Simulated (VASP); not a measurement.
The system is HPbNO4.

```
H Pb N O
1.0
     3.85404    0.14384    0.09012
    -0.25320    5.52698    0.16471
    -0.48197   -1.92720    5.72025
H Pb N O
1 1 1 4
Cartesian
  -0.0083 2.5983 3.2335
  2.1473 2.6778 1.0046
  2.8237 3.6046 5.7249
  -0.4057 -0.9417 5.0623
  2.7256 -0.0852 0.8025
  -0.5912 2.3982 5.1009
  0.1280 2.5704 2.2622
```

Base run:

- Program: VASP 6.6.1
- Functional: PBEsol
- Potentials or basis: VASP PAW PBE potentials, release 64 (H, Pb_d, N, O)
- Cutoff: 600 eV
- k mesh: 5 × 4 × 4
- Occupations: fermi-dirac, width 0.05 eV
- Spin: no spin polarisation

Its results: band gap on the k mesh 3.13 eV (least direct gap 3.20 eV); pressure -1.7 GPa; largest force 0.483 eV/Å.

Problem. The run is repeated on the same cell with these changes: functional from PBEsol to LDA; potentials or basis from VASP PAW PBE potentials, release 64 (H, Pb_d, N, O) to VASP PAW LDA potentials, release 64 (H, Pb_d, N, O); cutoff from 600 eV to 520 eV. What comes out?

Solution. Band gap on the k mesh 3.06 eV (least direct gap 3.13 eV); pressure -3.7 GPa; largest force 0.783 eV/Å.

Caveats: the standard files for N, O and F lose accuracy on very short bonds; spin-orbit coupling is left out, which moves the levels of the heavy elements; an odd mesh through Γ misses points on the zone boundary, where band edges can lie; the PAW data sets were made with another functional, which shifts forces and pressure a little (at least some runs); the cell stands under tension (at least some runs).
